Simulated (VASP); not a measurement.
Set up this calculation in VASP 6.6.1, as the native input.

```yaml
Task: single point
Functional: PBE
Potentials_or_basis: VASP PAW PBE potentials, release 64 (Zn, S)
Cutoff: 520 eV
k_mesh: 6 × 6 × 2
Occupations: gaussian, width 0.01 eV
Spin: no spin polarisation
Dipole_correction: no
Further_INCAR_settings: ALGO = Normal; EDIFF = 1e-06; NBANDS = 46
```

The structure of ZnS lies in POSCAR:

```
ZnS
1.0
    3.8295297497      0.0000000000      0.0000000000
   -1.9147648749      3.3164700478      0.0000000000
    0.0000000000      0.0000000000     12.5318315767
Zn S
4 4
Direct
    0.0000000000      0.0000000000      0.0000599384
    0.0000000000      0.0000000000      0.5000599384
    0.3333333333      0.6666666667      0.2500270676
    0.6666666667      0.3333333333      0.7500270676
    0.0000000000      0.0000000000      0.1872797264
    0.0000000000      0.0000000000      0.6872797264
    0.3333333333      0.6666666667      0.4376332677
    0.6666666667      0.3333333333      0.9376332677
```

These files were run (other wordings do the same):

INCAR

```
SYSTEM = ZnS
  PREC = Accurate
  ENCUT = 520
  EDIFF = 1E-6
  ISMEAR = 0
  SIGMA = 0.01
  LREAL = .FALSE.
  LASPH = .TRUE.
  NELM = 100
  ALGO = Normal
  ISIF = 2
  LWAVE = .FALSE.
  LCHARG = .FALSE.
  GGA = PE
  NBANDS = 46
```

KPOINTS

```
regular mesh
0
G
  6 6 2
  0 0 0
```

Potentials or basis: VASP PAW PBE potentials, release 64 (Zn, S).

Launch:

```console
$ cat potpaw_PBE.64/Zn/POTCAR potpaw_PBE.64/S/POTCAR > POTCAR
$ mpirun -np 1 vasp_std > vasp.out
```

Results of the run:

```yaml
Pressure: 1.2 GPa
Largest_force: 0.005 eV/Å
Band_gap_on_the_k_mesh: 2.11 eV
```

Wall time 47 s on 1 thread of Intel(R) Xeon(R) 6975P-C (Granite Rapids), with other jobs on the host, peak memory 0.29 GiB.
